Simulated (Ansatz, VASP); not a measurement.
# Two plane-wave programs on GaSb3

The input INCAR:

```
  PREC = Accurate
  ENCUT = 520
  EDIFF = 1E-6
  ISMEAR = 0
  SIGMA = 0.15
  LREAL = False
  LASPH = True
  NELM = 100
  ALGO = Normal
  ISIF = 2
  LWAVE = False
  LCHARG = True
  GGA = PS
  IVDW = 12
  LELF = True
  LVHAR = True
  NBANDS = 22
```

Contents of KPOINTS:

```
regular mesh
0
Gamma
  10 10 10
```

POSCAR

```
GaSb3
1.0
    0.0000000000      3.4423420432      3.5857729617
    3.4423420432      0.0000000000      3.5857729617
    3.4423420432      3.4423420432      0.0000000000
Ga Sb
1 3
Direct
    0.0000000000      0.0000000000      0.0000000000
    0.2557170379      0.2442829621      0.2442829621
    0.7442829621      0.7557170379      0.7557170379
    0.5000000000      0.5000000000      0.5000000000
```

Input for Ansatz:

```yaml
crystal:
  lattice:
    - [0.0, 3.4423420432, 3.5857729617]
    - [3.4423420432, 0.0, 3.5857729617]
    - [3.4423420432, 3.4423420432, 0.0]
  atoms:
    - { symbol: Ga, position: [0.0, 0.0, 0.0] }
    - { symbol: Sb, position: [0.2557170379, 0.2442829621, 0.2442829621] }
    - { symbol: Sb, position: [0.7442829621, 0.7557170379, 0.7557170379] }
    - { symbol: Sb, position: [0.5, 0.5, 0.5] }
basis:
  ecutwfc: 420
kpoints:
  mp_grid: { grid: [10, 10, 10] }
hamiltonian:
  xc: pbesol
  pseudopotentials: { kind: paw, azcp: { folder: soft_1 } }
  dispersion: d3bj
scf:
  occupations: { method: gaussian, width: 0.15 }
output:
  forces: true
  stress: true
  eigenvalues: true
```

Change from the starting cell: mode 4 frozen in at -0.041 Å, equal normal strain along x and y -0.0400.

Alike in both runs: task single point; functional PBEsol; dispersion D3(BJ); k mesh 10 × 10 × 10; occupations gaussian, width 0.15 eV; no spin polarisation.

```csv
,VASP,Ansatz
version,VASP 6.6.1,Ansatz 0.2.0
potentials or method,"VASP PAW PBE potentials, release 64 (Ga_d, Sb), cutoff 520 eV","scalar-relativistic, plane waves, PAW"
valence electrons in the cell,28,58
```

|  | VASP | Ansatz | Ansatz less VASP |
| --- | --- | --- | --- |
| gap on the k mesh at the Fermi level (eV) | none | none | - |
| pressure (GPa) | 7.7 | 7.5 | -0.17 |
| traceless stress, the component that is largest in VASP (GPa) | -1.99 | -1.98 | +0.008 |
| rms of the force components (eV/Å) | 0.105 | 0.103 | -0.0022 |

VASP's potentials were made for PBE, not for PBEsol, and Ansatz warns of the same on its side. Atom by atom the forces differ by 0.002 eV/Å (rms over components). A gap of «none» marks a metal or a gap that the smearing closes. VASP's potentials hold 28 valence electrons a cell and Ansatz's 58, so a difference there can come from the potentials and not from the codes.

Neither program's run includes spin-orbit coupling.
